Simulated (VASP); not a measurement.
# Ru (P-1) in VASP: further runs

The runs below take Ru through single point, with PBE.

Everything below comes from runs of VASP 6.6.1. Logs are shortened: lines on timing, memory, paths and dates and some standing lists are left out, and cuts for length are marked.

### 1 The cell of the first run

The typed cell holds 2 atoms: a = 2.706 Å, b = 2.729 Å, c = 4.282 Å, α = 90.41°, β = 91.14°, γ = 120.85°.

### 2 Single point, PBE (equal xy, yz and zx shear strains of -2 %)

Input file INCAR:

```
  PREC = Accurate
  ENCUT = 520
  EDIFF = 1E-7
  ISMEAR = -1
  SIGMA = 0.03
  LREAL = F
  LASPH = T
  NELM = 100
  ALGO = Normal
  ISIF = 2
  LWAVE = F
  LCHARG = T
  GGA = PE
  LELF = T
  LVHAR = T
  NBANDS = 21
```

Input file KPOINTS:

```
regular mesh
0
Gamma
  14 14 8
```

Input file POSCAR:

```
Ru
1.0
    2.7057993342     -0.0270579933     -0.0270579933
   -1.3763325767      2.3568199577     -0.0099039129
   -0.0428190000     -0.0428190000      4.2819000000
Ru
2
Direct
    0.3333333333      0.6666666667      0.2500000000
    0.6666666667      0.3333333333      0.7500000000
```

Potentials or basis: VASP PAW PBE potentials, release 64 (Ru_pv).

Launch:

```bash
> cat potpaw_PBE.64/Ru_pv/POTCAR > POTCAR
> mpirun -np 1 vasp_std > vasp.out
```

OUTCAR:

```text
PREC = Accurate
   ENCUT = 520
   EDIFF = 1E-7
   ISMEAR = -1
   LREAL = F
   LASPH = T
   NELM = 100
   ISIF = 2
   GGA = PE

 ion  position               nearest neighbor table
   1  0.333  0.667  0.250-   2 2.61   2 2.63   2 2.65   2 2.67   2 2.68   2 2.68
   2  0.667  0.333  0.750-   1 2.61   1 2.63   1 2.65   1 2.67   1 2.68   1 2.68

  LATTYP: Found a triclinic cell.
 ALAT       =     2.6826551870
 B/A-ratio  =     1.0087281860
 C/A-ratio  =     1.5963021223
 COS(alpha) =     0.0198960208
 COS(beta)  =     0.0274156886
 COS(gamma) =     0.4869832429

  Lattice vectors:

 A1 = (   1.3294667575,   2.3297619644,  -0.0369619062)
 A2 = (   2.7057993342,  -0.0270579933,  -0.0270579933)
 A3 = (   0.0428190000,   0.0428190000,  -4.2819000000)

Analysis of symmetry for initial positions (statically):
=====================================================================
 Subroutine PRICEL returns:
 Original cell was already a primitive cell.

 Routine SETGRP: Setting up the symmetry group for a
 triclinic supercell.

 Subroutine GETGRP returns: Found  2 space group operations
 (whereof  2 operations were pure point group operations)
 out of a pool of  2 trial point group operations.

The static configuration has the point symmetry S_2 .

Analysis of symmetry for dynamics (positions and initial velocities):
=====================================================================
 Subroutine PRICEL returns:
 Original cell was already a primitive cell.

 Routine SETGRP: Setting up the symmetry group for a
 triclinic supercell.

 Subroutine GETGRP returns: Found  2 space group operations
 (whereof  2 operations were pure point group operations)
 out of a pool of  2 trial point group operations.

The dynamic configuration has the point symmetry S_2 .

 Subroutine INISYM returns: Found  2 space group operations
 (whereof  2 operations are pure point group operations),
 and found     1 'primitive' translations

----------------------------------------------------------------------------------------

                                     Primitive cell

  volume of cell :      27.1411

  direct lattice vectors                    reciprocal lattice vectors
     2.705799334 -0.027057993 -0.027057993     0.371806973  0.217152090  0.005889591
    -1.376332577  2.356819958 -0.009903913     0.004311480  0.426836478  0.004311480
[... 78 lines left out ...]
   ICHARG =      2    charge: 1-file 2-atom 10-const
   ISPIN  =      1    spin polarized calculation?
   LNONCOLLINEAR =      F non collinear calculations
   LSORBIT =      F    spin-orbit coupling
   LASPH  =      T    aspherical Exc in radial PAW
   ENCUT  =  520.0 eV  38.22 Ry    6.18 a.u.   5.03  5.07  7.96*2*pi/ulx,y,z
   NELM   =    100;   NELMIN=  2; NELMDL= -5     # of ELM steps
   EDIFF  = 0.1E-06   stopping-criterion for ELM
   LREAL  =      F    real-space projection
   EDIFFG = 0.1E-05   stopping-criterion for IOM
   NSW    =      0    number of steps for IOM
   IBRION =     -1    ionic relax: 0-MD 1-quasi-New 2-CG
   NFREE  =      0    steps in history (QN), initial steepest desc. (CG)
   ISIF   =      2    stress and relaxation
   ISYM   =      2    0-nonsym 1-usesym 2-fastsym
   POTIM  = 0.5000    time-step for ionic-motion
   TEBEG  =    0.0;   TEEND  =   0.0 temperature during run
   PSTRESS=    0.0 pullay stress
   NELECT =      28.0000    total number of electrons
   NUPDOWN=      -1.0000    fix difference up-down
   EMIN   =  10.00;   EMAX   =-10.00  energy-range for DOS
   EFERMI =   0.00;   METHOD = LEGACY
   ISMEAR =    -1;   SIGMA  =   0.03  broadening in eV -4-tet -1-fermi 0-gaus
   EFERMI_NEDOS =   21; number of points for ismear=-14 and -15
   IALGO  =     38    algorithm
   IMIX   =      4    mixing-type and parameters
     AMIX     =   0.40;   BMIX     =  1.00
     AMIX_MAG =   1.60;   BMIX_MAG =  1.00
  volume/ion in A,a.u.               =      13.57        91.58
  Fermi-wavevector in a.u.,A,eV,Ry     =   1.654189  3.125964 37.230182  2.736341
  Thomas-Fermi vector in A             =   2.742499
   LORBIT       =      0    0 simple, 1 ext, 2 COOP (PROOUT), +10 PAW based schemes
   GGA     = PE    functional components
   LHFCALC =     F    Hartree Fock is set to
   AEXX    =    0.0000 exact exchange contribution
   IVDW    =     0    specifies the selected vdW correction
   LEPSILON=     F    determine dielectric tensor
   LRPA    =     F    only Hartree local field effects (RPA)
 non-spin polarized calculation
  energy-cutoff  :      520.00
  volume of cell :       27.14
 maximum number of plane-waves:       748
   NGX = 11   NGY = 11   NGZ = 15

 number of electron      28.0000007 magnetization

 Free energy of the ion-electron system (eV)
  ---------------------------------------------------
  ext. energy  EPLUGINS =         0.00000000
  ---------------------------------------------------
  free energy    TOTEN  =       -18.43931614 eV

  energy without entropy =      -18.43269056  energy(sigma->0) =      -18.43600335

 E-fermi :  12.8361     XC(G=0): -14.1224

 val. band max:       12.8336939742   @ k =   0.1429   0.2857  -0.0000
 cond. band min:      12.8361928530   @ k =   0.1429  -0.2143   0.3750
 fundamental gap:      0.0024988788
 Fermi energy:        12.8360897123

 k-point     1 :       0.0000    0.0000    0.0000
  band No.  band energies     occupation
      1     -30.8091      2.00000
      2     -29.8756      2.00000
      3     -29.8559      2.00000
      4     -29.7060      2.00000
      5     -29.6971      2.00000
      6     -29.6477      2.00000
[... 565 lines left out ...]
     20      23.2665      0.00000
     21      23.2792      0.00000

 [... further k-points ...]

------------------------ aborting loop because EDIFF is reached ----------------------------------------

  FORCE on cell =-STRESS in cart. coord.  units (eV):
  Direction    XX          YY          ZZ          XY          YZ          ZX
  --------------------------------------------------------------------------------------
  -------------------------------------------------------------------------------------
  Total        0.9048338      0.9086040      0.6536485      0.6932349      0.6779079      0.6763435
  in kB       53.4136493     53.6362115     38.5858158     40.9226573     40.0178861     39.9255338
  external PRESSURE =      48.5452255 kB  Pullay stress =       0.0000000 kB

 VOLUME and BASIS-vectors are now :
 -----------------------------------------------------------------------------
  energy-cutoff  :      520.00
  volume of cell :       27.14
      direct lattice vectors                 reciprocal lattice vectors
     2.705799334 -0.027057993 -0.027057993     0.371806973  0.217152090  0.005889591
    -1.376332577  2.356819958 -0.009903913     0.004311480  0.426836478  0.004311480
    -0.042819000 -0.042819000  4.281900000     0.002359479  0.002359479  0.233588375

 POSITION                                       TOTAL-FORCE (eV/Angst)
 -----------------------------------------------------------------------------------
     -0.02633      1.55149      1.05485         0.096449     -0.004587      0.018524
      1.31297      0.73545      3.19009        -0.096449      0.004587     -0.018524
 -----------------------------------------------------------------------------------
    total drift:                                0.000000     -0.000000      0.000000

  FREE ENERGIE OF THE ION-ELECTRON SYSTEM (eV)
  ---------------------------------------------------
  free  energy   TOTEN  =       -18.4393161445 eV

  energy  without entropy=      -18.4326905583  energy(sigma->0) =      -18.43600335
```

Wall time 2.1 min (1 thread of AMD EPYC 9R45 (Zen 5), shared host); peak memory 0.39 GiB.

Results:

```
Free energy            : -18.4393 eV
Pressure               : 4.9 GPa
Largest force          : 0.098 eV/Å
Band gap on the k mesh : zero (bands 14 and 15 overlap by 3.18 eV)
```

Forces on the atoms (eV/Å):
```
Ru   0.096 -0.005  0.019
Ru  -0.096  0.005 -0.019
```

Stress tensor (GPa, compression positive):
```
5.34 4.09 3.99
4.09 5.36 4.00
3.99 4.00 3.86
```

Caveat: the cell differs from its parent crystal (equal xy, yz and zx shear strains of -2 %); the cell stands under pressure.

### 3 Single point, PBE (equal xy, yz and zx shear strains of +1 %)

Input file INCAR:

```
PREC     = Accurate       # precision mode
ENCUT    = 520            # plane-wave cutoff, eV
EDIFF    = 1E-7           # SCF threshold, eV
ISMEAR   = -1             # smearing method
SIGMA    = 0.03           # smearing width, eV
LREAL    = False          # projectors in reciprocal space
LASPH    = True           # aspherical terms in the spheres
NELM     = 80             # most SCF steps
ALGO     = Normal         # electronic algorithm
ISIF     = 2              # what is computed and relaxed
LWAVE    = False          # write WAVECAR
LCHARG   = True           # write CHGCAR
GGA      = PE             # functional
LELF     = True           # ELF
LVHAR    = True         
NBANDS   = 21             # bands
```

Input file KPOINTS:

```
Automatic mesh
0
Gamma
  14 14 8
```

Input file POSCAR:

```
Ru
1.0
    2.7057993342      0.0135289967      0.0135289967
   -1.3411832123      2.3365264627      0.0049519565
    0.0214095000      0.0214095000      4.2819000000
Ru
2
Direct
    0.3333333333      0.6666666667      0.2500000000
    0.6666666667      0.3333333333      0.7500000000
```

Potentials or basis: VASP PAW PBE potentials, release 64 (Ru_pv).

Launch:

```bash
> cat potpaw_PBE.64/Ru_pv/POTCAR > POTCAR
> mpirun -np 1 vasp_std > vasp.out
```

Run time: 2.1 min. Hardware: 1 thread of AMD EPYC 9R45 (Zen 5), shared host; peak memory 0.4 GiB.

The run converged. Its results:

```
Free energy            : -18.4551 eV
Pressure               : 4.6 GPa
Largest force          : 0.042 eV/Å
Band gap on the k mesh : zero (bands 14 and 15 overlap by 3.15 eV)
```

Forces in eV/Å, atoms in the order of the input:
```
Ru  -0.041 -0.001  0.005
Ru   0.041  0.001 -0.005
```

Stress tensor (GPa, compression positive):
```
 5.10 -1.98 -1.95
-1.98  5.09 -1.95
-1.95 -1.95  3.50
```

Levels at points of the mesh, in eV from the Fermi level:
```csv
k point,band 10,band 11,band 12,band 13,band 14,band 15,band 16,band 17,band 18,band 19
"(0.00, 0.00, 0.00)",-2.49,-2.42,-1.98,-1.82,-1.39,-1.36,1.17,1.22,1.31,10.30
"(0.50, 0.00, 0.00)",-2.95,-2.08,-1.81,-1.55,1.42,1.84,1.95,4.04,6.08,10.43
"(0.00, 0.50, 0.00)",-3.01,-2.07,-1.78,-1.50,1.44,1.85,1.93,4.08,6.15,10.43
"(0.50, 0.50, 0.00)",-3.07,-2.05,-1.75,-1.45,1.46,1.88,1.91,4.12,6.21,10.43
"(0.00, 0.00, 0.50)",-2.84,-2.68,-2.68,-2.67,-2.66,0.46,0.50,0.62,0.65,10.43
"(0.50, 0.00, 0.50)",-4.50,-1.03,-0.98,0.41,0.47,1.65,1.70,3.31,3.42,10.34
"(0.00, 0.50, 0.50)",-4.49,-1.06,-1.03,0.44,0.48,1.67,1.71,3.37,3.45,10.40
"(0.50, 0.50, 0.50)",-4.50,-1.10,-1.08,0.47,0.49,1.71,1.72,3.44,3.47,10.42
```

Caveat: the cell differs from its parent crystal (equal xy, yz and zx shear strains of +1 %); the cell stands under pressure.

### 4 Single point, PBE (equal xy, yz and zx shear strains of -1 %)

Input file INCAR:

```
SYSTEM = Ru
  PREC = Accurate
  ENCUT = 520
  EDIFF = 1E-7
  ISMEAR = -1
  SIGMA = 0.03
  LREAL = .FALSE.
  LASPH = .TRUE.
  NELM = 80
  ALGO = Normal
  ISIF = 2
  LWAVE = .FALSE.
  LCHARG = .FALSE.
  GGA = PE
  NBANDS = 21
```

Input file KPOINTS:

```
regular mesh
0
G
  14 14 8
  0 0 0
```

Input file POSCAR:

```
Ru
1.0
    2.7057993342     -0.0135289967     -0.0135289967
   -1.3646161219      2.3500554593     -0.0049519565
   -0.0214095000     -0.0214095000      4.2819000000
Ru
2
Direct
    0.3333333333      0.6666666667      0.2500000000
    0.6666666667      0.3333333333      0.7500000000
```

Potentials or basis: VASP PAW PBE potentials, release 64 (Ru_pv).

Launch:

```bash
> cat potpaw_PBE.64/Ru_pv/POTCAR > POTCAR
> mpirun -np 1 vasp_std > vasp.out
```

OUTCAR:

```text
SYSTEM = Ru
   PREC = Accurate
   ENCUT = 520
   EDIFF = 1E-7
   ISMEAR = -1
   LREAL = .FALSE.
   LASPH = .TRUE.
   NELM = 80
   ISIF = 2
   GGA = PE

 ion  position               nearest neighbor table
   1  0.333  0.667  0.250-   2 2.63   2 2.64   2 2.65   2 2.66   2 2.66   2 2.66
   2  0.667  0.333  0.750-   1 2.63   1 2.64   1 2.65   1 2.66   1 2.66   1 2.66

  LATTYP: Found a triclinic cell.
 ALAT       =     2.6941547589
 B/A-ratio  =     1.0043472705
 C/A-ratio  =     1.5893693679
 COS(alpha) =     0.0099745013
 COS(beta)  =     0.0136846555
 COS(gamma) =     0.4934979113

  Lattice vectors:

 A1 = (   1.3411832123,   2.3365264626,  -0.0184809532)
 A2 = (   2.7057993342,  -0.0135289967,  -0.0135289967)
 A3 = (   0.0214095000,   0.0214095000,  -4.2819000000)

Analysis of symmetry for initial positions (statically):
=====================================================================
 Subroutine PRICEL returns:
 Original cell was already a primitive cell.

 Routine SETGRP: Setting up the symmetry group for a
 triclinic supercell.

 Subroutine GETGRP returns: Found  2 space group operations
 (whereof  2 operations were pure point group operations)
[... 160 lines left out ...]

  energy without entropy =      -18.44827468  energy(sigma->0) =      -18.45161714

 E-fermi :  12.8303     XC(G=0): -14.1214

 val. band max:       12.8291167488   @ k =   0.5000  -0.4286   0.2500
 cond. band min:      12.8311978639   @ k =  -0.2857   0.4286   0.1250
 fundamental gap:      0.0020811152
 Fermi energy:        12.8302891431

 k-point     1 :       0.0000    0.0000    0.0000
  band No.  band energies     occupation
      1     -30.8108      2.00000
      2     -29.8750      2.00000
      3     -29.8653      2.00000
      4     -29.7051      2.00000
      5     -29.6983      2.00000
      6     -29.6622      2.00000
[... 565 lines left out ...]
     20      23.2613      0.00000
     21      23.2735      0.00000

 [... further k-points ...]

------------------------ aborting loop because EDIFF is reached ----------------------------------------

  FORCE on cell =-STRESS in cart. coord.  units (eV):
  Direction    XX          YY          ZZ          XY          YZ          ZX
  --------------------------------------------------------------------------------------
  -------------------------------------------------------------------------------------
  Total        0.8645964      0.8628271      0.5933802      0.3423816      0.3379753      0.3377708
  in kB       51.0268036     50.9223831     35.0201512     20.2066980     19.9466455     19.9345797
  external PRESSURE =      45.6564460 kB  Pullay stress =       0.0000000 kB

 VOLUME and BASIS-vectors are now :
 -----------------------------------------------------------------------------
  energy-cutoff  :      520.00
  volume of cell :       27.15
      direct lattice vectors                 reciprocal lattice vectors
     2.705799334 -0.013528997 -0.013528997     0.370667420  0.215243109  0.002929553
    -1.364616122  2.350055459 -0.004951957     0.002144581  0.426771694  0.002144581
    -0.021409500 -0.021409500  4.281900000     0.001173633  0.001173633  0.233552921

 POSITION                                       TOTAL-FORCE (eV/Angst)
 -----------------------------------------------------------------------------------
     -0.01316      1.55684      1.06266         0.048315     -0.001622      0.004651
      1.33294      0.75828      3.20076        -0.048315      0.001622     -0.004651
 -----------------------------------------------------------------------------------
    total drift:                                0.000000     -0.000000      0.000000

  FREE ENERGIE OF THE ION-ELECTRON SYSTEM (eV)
  ---------------------------------------------------
  free  energy   TOTEN  =       -18.4549595981 eV

  energy  without entropy=      -18.4482746767  energy(sigma->0) =      -18.45161714
```

OSZICAR:

```text
N       E                     dE             d eps       ncg     rms          rms(c)
DAV:   1     0.288209524909E+03    0.28821E+03   -0.17591E+04 33200   0.149E+03
DAV:   2    -0.138990284320E+02   -0.30211E+03   -0.29296E+03 33946   0.446E+02
DAV:   3    -0.197562976073E+02   -0.58573E+01   -0.58201E+01 38866   0.694E+01
DAV:   4    -0.198002323917E+02   -0.43935E-01   -0.43870E-01 42097   0.576E+00
DAV:   5    -0.198007849973E+02   -0.55261E-03   -0.54927E-03 37616   0.576E-01    0.178E+01
DAV:   6    -0.185393959430E+02    0.12614E+01   -0.28431E+00 38231   0.165E+01    0.480E+00
DAV:   7    -0.184627197713E+02    0.76676E-01   -0.42316E-01 38141   0.486E+00    0.105E+00
DAV:   8    -0.184554124312E+02    0.73073E-02   -0.16740E-02 36281   0.108E+00    0.354E-01
DAV:   9    -0.184549533613E+02    0.45907E-03   -0.86233E-04 37659   0.313E-01    0.343E-02
DAV:  10    -0.184549626418E+02   -0.92806E-05   -0.56991E-05 37521   0.782E-02    0.193E-02
DAV:  11    -0.184549596355E+02    0.30063E-05   -0.82323E-06 37646   0.274E-02    0.110E-03
DAV:  12    -0.184549595981E+02    0.37380E-07   -0.75332E-08 25121   0.264E-03
   1 F= -.18454960E+02 E0= -.18451617E+02  d E =-.668492E-02
```

Wall time 3.6 min (1 thread of Intel Xeon Platinum 8259CL at 2.50GHz (Skylake/Cascade Lake), shared host); peak memory 0.43 GiB.

Results:

```
Free energy            : -18.4550 eV
Pressure               : 4.6 GPa
Largest force          : 0.049 eV/Å
Band gap on the k mesh : zero (bands 14 and 15 overlap by 3.16 eV)
```

Forces in eV/Å, atoms in the order of the input:
```
Ru   0.048 -0.002  0.005
Ru  -0.048  0.002 -0.005
```

Caveat: the cell differs from its parent crystal (equal xy, yz and zx shear strains of -1 %); the cell stands under pressure.

### 5 Summary

```csv
cell,gap on the mesh (eV),pressure (GPa),largest force (eV/Å)
"a = 2.706, b = 2.729, c = 4.282 Å, angles 90.4, 91.1, 120.9°, 2 atoms",none,4.9,0.10
"a = 2.706, b = 2.694, c = 4.282 Å, angles 89.8, 89.4, 119.6°, 2 atoms",none,4.6,0.04
"a = 2.706, b = 2.718, c = 4.282 Å, angles 90.2, 90.6, 120.4°, 2 atoms",none,4.6,0.05
```

Alike in all rows: task single point; level PBE; potentials or basis VASP PAW PBE potentials, release 64 (Ru_pv); no spin polarisation; k mesh 14 × 14 × 8; cutoff (eV) 520; smearing fermi-dirac 0.03 eV.

Caveats: the cell stands under pressure.

Total energies depend on the potentials used, so only differences within one code and one set of settings carry meaning.
